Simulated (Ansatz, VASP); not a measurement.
**Two plane-wave programs on PbO2**

Contents of INCAR:

```
SYSTEM = PbO2
PREC = Accurate ; ENCUT = 600
EDIFF = 1E-6 ; ISMEAR = 0
SIGMA = 0.1 ; LREAL = .FALSE.
LASPH = .TRUE. ; NELM = 60
ALGO = Normal ; ISIF = 3
LWAVE = .FALSE. ; LCHARG = .FALSE.
GGA = PS ; IBRION = 2
NSW = 100 ; EDIFFG = -0.005
```

File KPOINTS:

```
Automatic mesh
0
G
  14 14 14
  0 0 0
```

Contents of POSCAR:

```
PbO2
1.0
    0.0000000000      2.6626381255      2.6626381255
    2.6626381255      0.0000000000      2.6626381255
    2.6626381255      2.6626381255      0.0000000000
Pb O
1 2
Direct
    0.0000000000      0.0000000000      0.0000000000
    0.2500000000      0.2500000000      0.2500000000
    0.7500000000      0.7500000000      0.7500000000
```

Input for Ansatz:

```yaml
crystal:
  lattice:
    - [0.0, 2.6626381255, 2.6626381255]
    - [2.6626381255, 0.0, 2.6626381255]
    - [2.6626381255, 2.6626381255, 0.0]
  atoms:
    - { symbol: Pb, position: [0.0, 0.0, 0.0] }
    - { symbol: O, position: [0.25, 0.25, 0.25] }
    - { symbol: O, position: [0.75, 0.75, 0.75] }
basis:
  ecutwfc: 420
kpoints:
  mp_grid: { grid: [14, 14, 14] }
hamiltonian:
  xc: pbesol
scf:
  occupations: { method: gaussian, width: 0.1 }
output:
  forces: true
  stress: true
  eigenvalues: true
relax:
  adjacent_minimum: "off"
  f_tol: 0.005
  max_steps: 80
  cell: { stress_tol: 0.05 }
```

Alike in both runs: task relaxation of cell and atoms; functional PBEsol; k mesh 14 × 14 × 14; occupations gaussian, width 0.1 eV; no spin polarisation.

```csv
,VASP,Ansatz
version,VASP 6.6.1,Ansatz 0.2.0
potentials or method,"VASP PAW PBE potentials, release 64 (Pb_d, O), cutoff 600 eV","scalar-relativistic, plane waves, PAW"
valence electrons in the cell,26,26
```

|  | VASP | Ansatz | Ansatz less VASP |
| --- | --- | --- | --- |
| gap on the k mesh at the Fermi level, each at its own relaxed structure (eV) | none | none | - |
| relaxed volume (Å³/atom) | 12.62 | 12.61 | -0.015 |
| relaxed cell length with the largest relative difference (Å) | 3.769 | 3.768 | -0.0015 |

VASP's potentials were made for PBE, not for PBEsol. A gap of «none» marks a metal or a gap that the smearing closes.

Neither program's run includes spin-orbit coupling.
